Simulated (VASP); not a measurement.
CsH, 2 atoms in the cell. The structure is cubic, space group Fm-3m (No. 225). The conventional cell has a = 6.439 Å, b = 6.439 Å, c = 6.439 Å, α = 90.00°, β = 90.00°, γ = 90.00°. Within 4.2 Å of Cs (site symmetry m-3m) lie 6 H at 3.22 Å. H (site symmetry m-3m) has 6 Cs at 3.22 Å within 4.2 Å.  This cell differs from its parent crystal: volume scaled by 1.03.

| Property | Result |
| --- | --- |
| Program | VASP 6.6.1 |
| Task | single point |
| Functional | r2SCAN |
| Potentials or basis | VASP PAW PBE potentials, release 64 (Cs_sv, H) |
| Cutoff | 520 eV |
| k mesh | 6 × 6 × 6 |
| Occupations | gaussian, width 0.02 eV |
| Spin | no spin polarisation |
| Dipole correction | no |
| Further INCAR settings | ALGO = Normal; EDIFF = 1e-06; NBANDS = 12 |

Potentials or basis: VASP PAW PBE potentials, release 64 (Cs_sv, H).

The run is started by

```console
$ cat potpaw_PBE.64/Cs_sv/POTCAR potpaw_PBE.64/H/POTCAR > POTCAR
$ cp INCAR.step1 INCAR
$ mpirun -np 1 vasp_std > vasp.out
$ cp INCAR.step2 INCAR
$ mpirun -np 1 vasp_std > vasp.out
```

Hardware: 1 thread of AMD EPYC 7R13 Processor (Zen 3) (shared host).

Task: Estimate the wall time of this run.

Result: Wall time 63 s on 1 thread of AMD EPYC 7R13 Processor (Zen 3) (shared host), peak memory 0.18 GiB. Counts: k points 16.
